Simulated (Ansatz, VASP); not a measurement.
**One calculation of Li3SI, two programs**

Contents of INCAR:

```
SYSTEM = Li3SI
  ALGO = Normal
  EDIFF = 1E-7
  ENCUT = 520
  GGA = PE
  ISIF = 2
  ISMEAR = 0
  LASPH = .TRUE.
  LCHARG = .TRUE.
  LELF = .TRUE.
  LREAL = .FALSE.
  LVHAR = .TRUE.
  LWAVE = .FALSE.
  NBANDS = 19
  NELM = 60
  PREC = Accurate
  SIGMA = 0.01
```

KPOINTS

```
k-points
0
G
  4 4 4
  0 0 0
```

File POSCAR:

```
Li3SI
1.0
    4.6889673878      0.0000000000      0.0000000000
    0.0000000000      4.6889673878      0.0000000000
    0.0000000000      0.0000000000      4.6889673878
I S Li
1 1 3
Direct
    0.0000000000      0.0000000000      0.0000000000
    0.5000000000      0.5000000000      0.5000000000
    0.5000000000      0.5000000000      0.0000000000
    0.5000000000      0.0000000000      0.5000000000
    0.0000000000      0.5000000000      0.5000000000
```

Input for Ansatz:

```yaml
crystal:
  lattice:
    - [4.6889673878, 0.0, 0.0]
    - [0.0, 4.6889673878, 0.0]
    - [0.0, 0.0, 4.6889673878]
  atoms:
    - { symbol: I, position: [0.0, 0.0, 0.0] }
    - { symbol: S, position: [0.5, 0.5, 0.5] }
    - { symbol: Li, position: [0.5, 0.5, 0.0] }
    - { symbol: Li, position: [0.5, 0.0, 0.5] }
    - { symbol: Li, position: [0.0, 0.5, 0.5] }
kpoints:
  mp_grid: { grid: [4, 4, 4] }
hamiltonian:
  xc: pbe
scf:
  occupations: { method: fixed }
  n_extra_bands: 5
output:
  forces: true
  stress: true
  eigenvalues: true
```

Alike in both runs: task single point; functional PBE; k mesh 4 × 4 × 4; no spin polarisation.

|  | VASP | Ansatz |
| --- | --- | --- |
| version | VASP 6.6.1 | Ansatz 0.2.0 |
| potentials or method | VASP PAW PBE potentials, release 64 (I, S, Li_sv) | plane waves, PAW |
| plane-wave cutoff (eV) | 520 | 420 |
| occupations | gaussian, width 0.01 eV | fixed |
| valence electrons in the cell | 22 | 32 |

VASP gave:

```
gap on the k mesh at the Fermi level (eV) : 3.48
```

Q: Estimate Ansatz's values.

A: gap on the k mesh at the Fermi level (eV): 3.49.

VASP's potentials hold 22 valence electrons a cell and Ansatz's 32, so a difference there can come from the potentials and not from the codes.

Spin-orbit coupling is off throughout. Noted on VASP's run: the cutoff is short for stress, so the pressure is rough.
